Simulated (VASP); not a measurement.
# AlNi (P4/mmm) in VASP: notebook, part 2 of 2

VASP 6.6.1. The steps go on from the part before.

## 4. Single point, PBE (strain -0.040 along x and y, +0.000 along z)

Input file INCAR:

```
ALGO     = Normal         # electronic algorithm
EDIFF    = 1E-6           # SCF threshold, eV
ENCUT    = 520            # plane-wave cutoff, eV
GGA      = PE             # functional
ISIF     = 2              # what is computed and relaxed
ISMEAR   = 0              # smearing method
LASPH    = True           # aspherical terms in the spheres
LCHARG   = False          # write CHGCAR
LREAL    = False          # projectors in reciprocal space
LWAVE    = False          # write WAVECAR
NBANDS   = 14             # bands
NELM     = 80             # most SCF steps
PREC     = Accurate       # precision mode
SIGMA    = 0.15           # smearing width, eV
```

Input file KPOINTS:

```
k-points
0
Gamma
  16 16 16
```

Input file POSCAR:

```
AlNi
1.0
    2.7657600000      0.0000000000      0.0000000000
    0.0000000000      2.7657600000      0.0000000000
    0.0000000000      0.0000000000      2.8810000000
Al Ni
1 1
Direct
    0.0000000000      0.0000000000      0.0000000000
    0.5000000000      0.5000000000      0.5000000000
```

Potentials or basis: VASP PAW PBE potentials, release 64 (Al, Ni).

The run is started by

```sh
$ cat potpaw_PBE.64/Al/POTCAR potpaw_PBE.64/Ni/POTCAR > POTCAR
$ mpirun -np 1 vasp_std > vasp.out
```

OUTCAR:

```text
EDIFF = 1E-6
   ENCUT = 520
   GGA = PE
   ISIF = 2
   ISMEAR = 0
   LASPH = True
   LREAL = False
   NELM = 80
   PREC = Accurate

 ion  position               nearest neighbor table
   1  0.000  0.000  0.000-   2 2.43   2 2.43   2 2.43   2 2.43   2 2.43   2 2.43   2 2.43   2 2.43

   2  0.500  0.500  0.500-   1 2.43   1 2.43   1 2.43   1 2.43   1 2.43   1 2.43   1 2.43   1 2.43

  LATTYP: Found a simple tetragonal cell.
 ALAT       =     2.7657600000
 C/A-ratio  =     1.0416666667

  Lattice vectors:

 A1 = (   2.7657600000,   0.0000000000,   0.0000000000)
 A2 = (   0.0000000000,   2.7657600000,   0.0000000000)
 A3 = (   0.0000000000,   0.0000000000,   2.8810000000)

Analysis of symmetry for initial positions (statically):
=====================================================================
 Subroutine PRICEL returns:
 Original cell was already a primitive cell.

 Routine SETGRP: Setting up the symmetry group for a
 simple tetragonal supercell.

 Subroutine GETGRP returns: Found 16 space group operations
 (whereof 16 operations were pure point group operations)
 out of a pool of 16 trial point group operations.

The static configuration has the point symmetry D_4h.

[... 168 lines left out ...]
 k-point     1 :       0.0000    0.0000    0.0000
  band No.  band energies     occupation
      1      -0.6038      2.00000
      2       7.4776      2.00000
      3       7.5281      2.00000
      4       9.3920      2.00000
      5       9.3920      2.00000
      6       9.5133      2.00000
      7      15.9999      0.00000
      8      17.5302      0.00000
      9      17.5302      0.00000
     10      19.3058      0.00000
     11      19.7050      0.00000
     12      26.4807      0.00000
     13      32.7452      0.00000
     14      32.7452      0.00000
[... 377 lines left out ...]
      1       4.2299      2.00000
      2       4.2602      2.00000
      3       8.1491      2.00000
      4       8.5084      2.00000
      5       8.6604      2.00000
      6       9.3721      2.00000
      7      10.5592      2.00000
      8      18.6013      0.00000
      9      19.8694      0.00000
     10      21.1940      0.00000
     11      22.3134      0.00000
     12      22.9803      0.00000
     13      26.5921      0.00000
     14      28.5668      0.00000

 [... further k-points ...]
[... 5 lines left out ...]
  --------------------------------------------------------------------------------------
  -------------------------------------------------------------------------------------
  Total        2.7126510      2.7126510      2.2085712      0.0000000     -0.0000000      0.0000000
  in kB      197.2115095    197.2115095    160.5645778      0.0000000     -0.0000000      0.0000000
  external PRESSURE =     184.9958656 kB  Pullay stress =       0.0000000 kB

 VOLUME and BASIS-vectors are now :
 -----------------------------------------------------------------------------
  energy-cutoff  :      520.00
  volume of cell :       22.04
      direct lattice vectors                 reciprocal lattice vectors
     2.765760000  0.000000000  0.000000000     0.361564272  0.000000000  0.000000000
     0.000000000  2.765760000  0.000000000     0.000000000  0.361564272  0.000000000
     0.000000000  0.000000000  2.881000000     0.000000000  0.000000000  0.347101701

 POSITION                                       TOTAL-FORCE (eV/Angst)
 -----------------------------------------------------------------------------------
      0.00000      0.00000      0.00000         0.000000      0.000000      0.000000
      1.38288      1.38288      1.44050         0.000000      0.000000      0.000000
 -----------------------------------------------------------------------------------
    total drift:                                0.000000      0.000000     -0.000000

  FREE ENERGIE OF THE ION-ELECTRON SYSTEM (eV)
  ---------------------------------------------------
  free  energy   TOTEN  =       -10.4213321365 eV

  energy  without entropy=      -10.4122255075  energy(sigma->0) =      -10.41677882
```

stdout:

```text
POSCAR found type information on POSCAR AlNi
 POSCAR found :  2 types and       2 ions
 scaLAPACK will be used
 LDA part: xc-table for (Slater+PW92), standard interpolation
 POSCAR, INCAR and KPOINTS ok, starting setup
 FFT: planning ... GRIDC
 FFT: planning ... GRID_SOFT
 FFT: planning ... GRID
 WAVECAR not read
 entering main loop
```

Run time: 37 s. Hardware: 1 thread of Intel Xeon 6975P-C (Granite Rapids), shared host; peak memory 0.24 GiB.

What came out:

- Free energy: -10.4213 eV
- Pressure: 18.5 GPa

Stress tensor (GPa, compression positive):
```
19.72  0.00  0.00
 0.00 19.72  0.00
 0.00  0.00 16.06
```

Caveat: the cell differs from its parent crystal (strain -0.040 along x and y, +0.000 along z).

## 5. Single point, PBE (strain +0.000 along x and y, -0.040 along z)

Input file INCAR:

```
PREC = Accurate ; ENCUT = 520
EDIFF = 1E-7 ; ISMEAR = 0
SIGMA = 0.15 ; LREAL = False
LASPH = True ; NELM = 100
ALGO = Fast ; ISIF = 2
LWAVE = False ; LCHARG = False
GGA = PE ; NBANDS = 14
```

Input file KPOINTS:

```
Automatic mesh
0
Gamma
  16 16 16
```

Input file POSCAR:

```
AlNi
1.0
    2.8810000000      0.0000000000      0.0000000000
    0.0000000000      2.8810000000      0.0000000000
    0.0000000000      0.0000000000      2.7657600000
Al Ni
1 1
Direct
    0.0000000000      0.0000000000      0.0000000000
    0.5000000000      0.5000000000      0.5000000000
```

The run is started by

```sh
$ cat potpaw_PBE.64/Al/POTCAR potpaw_PBE.64/Ni/POTCAR > POTCAR
$ mpirun -np 1 vasp_std > vasp.out
```

It took 42 s on 1 thread of Intel Xeon 6975P-C (Granite Rapids), shared host; peak memory 0.24 GiB.

It converged, with:

```yaml
Free_energy: -10.4996 eV
Pressure: 9.6 GPa
```

Stress tensor (GPa, compression positive):
```
 8.18  0.00  0.00
 0.00  8.18  0.00
 0.00  0.00 12.43
```

Levels at points of the mesh, in eV from the Fermi level:
| k point | band 4 | band 5 | band 6 | band 7 | band 8 | band 9 | band 10 | band 11 |
| --- | --- | --- | --- | --- | --- | --- | --- | --- |
| (0.00, 0.00, 0.00) | -1.71 | -1.59 | -1.59 | 5.18 | 5.18 | 6.71 | 8.08 | 8.35 |
| (0.50, 0.00, 0.00) | -2.45 | -2.21 | -1.50 | -0.78 | 8.28 | 9.70 | 10.74 | 11.14 |
| (0.50, 0.50, 0.00) | -3.19 | -2.07 | -2.07 | -1.14 | 1.29 | 2.41 | 13.46 | 16.08 |
| (0.00, 0.00, 0.50) | -2.45 | -2.45 | -1.59 | -0.46 | 8.34 | 9.87 | 9.87 | 11.18 |
| (0.50, 0.00, 0.50) | -2.79 | -2.28 | -2.23 | -1.05 | 1.71 | 2.79 | 12.40 | 14.95 |
| (0.50, 0.50, 0.50) | -1.09 | -0.99 | 1.95 | 1.95 | 2.04 | 4.06 | 4.32 | 4.77 |

Caveat: the cell differs from its parent crystal (strain +0.000 along x and y, -0.040 along z). Spin polarisation is off, so any magnetic state and its effect on volume and gap are missing.

## 6. Single point, PBE (strain -0.040 along x and y, +0.040 along z)

Input file INCAR:

```
SYSTEM = AlNi
PREC = Accurate
ENCUT = 520
EDIFF = 1E-7
ISMEAR = 0
SIGMA = 0.15
LREAL = .False.
LASPH = .True.
NELM = 60
ALGO = Fast
ISIF = 2
LWAVE = .False.
LCHARG = .False.
GGA = PE
NBANDS = 14
```

Input file KPOINTS:

```
regular mesh
0
Gamma
  16 16 16
  0 0 0
```

Input file POSCAR:

```
AlNi
1.0
    2.7657600000      0.0000000000      0.0000000000
    0.0000000000      2.7657600000      0.0000000000
    0.0000000000      0.0000000000      2.9962400000
Al Ni
1 1
Direct
    0.0000000000      0.0000000000      0.0000000000
    0.5000000000      0.5000000000      0.5000000000
```

Potentials or basis: VASP PAW PBE potentials, release 64 (Al, Ni).

The run is started by

```sh
$ cat potpaw_PBE.64/Al/POTCAR potpaw_PBE.64/Ni/POTCAR > POTCAR
$ mpirun -np 1 vasp_std > vasp.out
```

Run time: 50 s. Hardware: 1 thread of Intel Xeon 6975P-C (Granite Rapids), shared host; peak memory 0.24 GiB.

It converged, with:

| Quantity | Value |
| --- | --- |
| Free energy | -10.4826 eV |
| Pressure | 10.2 GPa |

Stress tensor (GPa, compression positive):
```
11.98  0.00  0.00
 0.00 11.98  0.00
 0.00  0.00  6.59
```

Levels at points of the mesh, in eV from the Fermi level:
```
           k point  band 4  band 5  band 6  band 7  band 8  band 9  band 10  band 11
(0.00, 0.00, 0.00)   -1.69   -1.69   -1.47    3.82    6.70    6.70     7.68     8.58
(0.50, 0.00, 0.00)   -2.69   -2.22   -1.57   -0.46    8.16    8.61    10.09    11.28
(0.50, 0.50, 0.00)   -2.62   -2.42   -2.42   -0.93    2.06    3.17    11.53    14.36
(0.00, 0.00, 0.50)   -2.22   -2.22   -1.42   -1.08    8.38   10.99    10.99    11.59
(0.50, 0.00, 0.50)   -2.96   -2.11   -2.04   -1.18    1.39    2.42    13.51    15.67
(0.50, 0.50, 0.50)   -1.16   -0.92    1.87    2.07    2.07    4.11     4.34     4.34
```

Caveat: the cell differs from its parent crystal (strain -0.040 along x and y, +0.040 along z). Spin polarisation is off, so any magnetic state and its effect on volume and gap are missing.

## 7. Summary

```tsv
cell	gap on the mesh (eV)	pressure (GPa)
a = 2.766, b = 2.766, c = 2.651 Å, 2 atoms	none	41.6
a = 2.881, b = 2.881, c = 2.651 Å, 2 atoms	none	19.5
a = 2.766, b = 2.766, c = 2.881 Å, 2 atoms	none	18.5
a = 2.881, b = 2.881, c = 2.766 Å, 2 atoms	none	9.6
a = 2.766, b = 2.766, c = 2.996 Å, 2 atoms	none	10.2
```

Alike in all rows: task single point; level PBE; potentials or basis VASP PAW PBE potentials, release 64 (Al, Ni); no spin polarisation; k mesh 16 × 16 × 16; cutoff (eV) 520; smearing gaussian 0.15 eV.

Absolute energies hang on the potentials; compare differences alone.
